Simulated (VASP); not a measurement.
Tc: single point with PBE0+D3(BJ)

The system is Tc.

```
Tc
1.0
     0.00000    1.95000    1.95000
     1.95000    0.00000    1.95000
     1.95000    1.95000    0.00000
Tc
1
Direct
  0.00000 0.00000 0.00000
```

This isn't the form of Tc at room conditions, which is hcp.

```json
{
 "Program": "VASP 6.6.1",
 "Task": "single point",
 "Functional": "PBE0",
 "Dispersion": "D3(BJ)",
 "Potentials or basis": "VASP PAW PBE potentials, release 64 (Tc_pv)",
 "Cutoff": "400 eV",
 "k mesh": "8 × 8 × 8",
 "Occupations": "methfessel-paxton, width 0.05 eV",
 "Spin": "no spin polarisation"
}
```

- Pressure: -26.7 GPa
- Band gap on the k mesh: zero (an odd number of electrons rules out a gap without spin polarisation)
- Dispersion energy per atom: -0.682 eV

Levels at points of the mesh, in eV from the Fermi level:
```csv
k point,band 5,band 6,band 7,band 8,band 9,band 10
"(0.00, 0.00, 0.00)",-2.50,-2.50,-2.50,1.71,1.71,15.38
"(0.50, 0.00, 0.00)",-2.63,-2.63,1.29,3.69,3.69,11.88
"(0.50, 0.50, 0.00)",-6.41,3.82,4.22,4.22,4.41,14.28
```

It took 33 min on 1 thread of Intel(R) Xeon(R) Platinum 8259CL CPU @ 2.50GHz (Skylake/Cascade Lake), on a shared host, peak memory 0.14 GiB.

Caveat: three body term missing; the cell stands under tension; the PAW data sets were made with another functional, which shifts forces and pressure a little.
